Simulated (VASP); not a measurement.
Runs of VASP 6.6.1 on Hg. The structure is that of space group P6_3/mmc (No. 194), or close to it. The cells are those of the table. 

| task | cell | k mesh | gap on the mesh (eV) | pressure (GPa) |
| --- | --- | --- | --- | --- |
| single point | a = 3.418, b = 3.418, c = 10.829 Å, angles 90.0, 90.0, 120.0°, 4 atoms | 12 × 12 × 4 | none | 1.3 |
| single point | a = 3.519, b = 3.519, c = 11.148 Å, angles 90.0, 90.0, 120.0°, 4 atoms | 12 × 12 × 4 | none | 0.3 |
| single point | a = 3.567, b = 3.567, c = 11.301 Å, angles 90.0, 90.0, 120.0°, 4 atoms | 11 × 11 × 3 | - | 0.0 |
| single point | a = 3.567, b = 3.567, c = 11.301 Å, angles 90.0, 90.0, 120.0°, 4 atoms | 12 × 12 × 4 | - | 0.0 |
| single point | a = 3.614, b = 3.614, c = 11.450 Å, angles 90.0, 90.0, 120.0°, 4 atoms | 12 × 12 × 4 | (c) | -0.2 |
| single point | a = 3.567, b = 3.567, c = 11.301 Å, angles 90.0, 90.0, 120.0°, 4 atoms | 13 × 13 × 4 | - | 0.0 |
| single point | a = 3.705, b = 3.705, c = 11.736 Å, angles 90.0, 90.0, 120.0°, 4 atoms | 12 × 12 × 4 | 0.83 | -0.5 |
| relaxation of cell and atoms | relaxed from a = 3.195, b = 3.195, c = 10.436 Å, angles 90.0, 90.0, 120.0°, 4 atoms | 11 × 11 × 3 | - | 0.0 |
| single point | a = 3.660, b = 3.660, c = 11.594 Å, angles 90.0, 90.0, 120.0°, 4 atoms | 12 × 12 × 4 | 0.64 | (a) |
| single point | a = 3.469, b = 3.469, c = 10.991 Å, angles 90.0, 90.0, 120.0°, 4 atoms | 12 × 12 × 4 | none | (b) |

Alike in all rows: level PBE; potentials or basis VASP PAW PBE potentials, release 64 (Hg); no spin polarisation; cutoff (eV) 500; smearing fermi-dirac 0.1 eV.

Fill in the values left out.

(a) -0.4; (b) 0.8; (c) 0.43.

Caveats: spin-orbit coupling is left out, which moves the levels of the heavy elements.

A k mesh can miss the band edges, and the runs leave out spin-orbit coupling on Hg.

A gap of «none» marks levels without a gap at the run's occupations.
